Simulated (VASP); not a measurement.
Wanted: the native input for a VASP 6.6.1 run.

```
Task                   : single point
Functional             : PBE
Potentials or basis    : VASP PAW PBE potentials, release 64 (Hf_pv, N)
Cutoff                 : 520 eV
k mesh                 : 14 × 14 × 14
Occupations            : fermi-dirac, width 0.05 eV
Spin                   : no spin polarisation
Dipole correction      : no
Further INCAR settings : ALGO = Normal; EDIFF = 1e-07; NBANDS = 14
```

The structure of HfN (CsCl type) lies in POSCAR:

```
HfN
1.0
    2.5321003004      0.0000000000      0.0000000000
    0.0000000000      2.5321003004      0.0000000000
    0.0000000000      0.0000000000      2.5321003004
Hf N
1 1
Direct
    0.0000000000      0.0000000000      0.0000000000
    0.5000000000      0.5000000000      0.5000000000
```

This cell differs from its parent crystal: volume scaled by 0.72.

The input as run:

INCAR

```
PREC = Accurate ; ENCUT = 520
EDIFF = 1E-7 ; ISMEAR = -1
SIGMA = 0.05 ; LREAL = F
LASPH = T ; NELM = 100
ALGO = Normal ; ISIF = 2
LWAVE = F ; LCHARG = F
GGA = PE ; NBANDS = 14
```

KPOINTS

```
regular mesh
0
Gamma
  14 14 14
```

Potentials or basis: VASP PAW PBE potentials, release 64 (Hf_pv, N).

Run with:

```sh
$ cat potpaw_PBE.64/Hf_pv/POTCAR potpaw_PBE.64/N/POTCAR > POTCAR
$ mpirun -np 1 vasp_std > vasp.out
```

It gave:

```
Pressure : 148.6 GPa
```

It took 11 s on 1 thread of Intel(R) Xeon(R) 6975P-C (Granite Rapids), with other jobs on the host, peak memory 0.14 GiB.
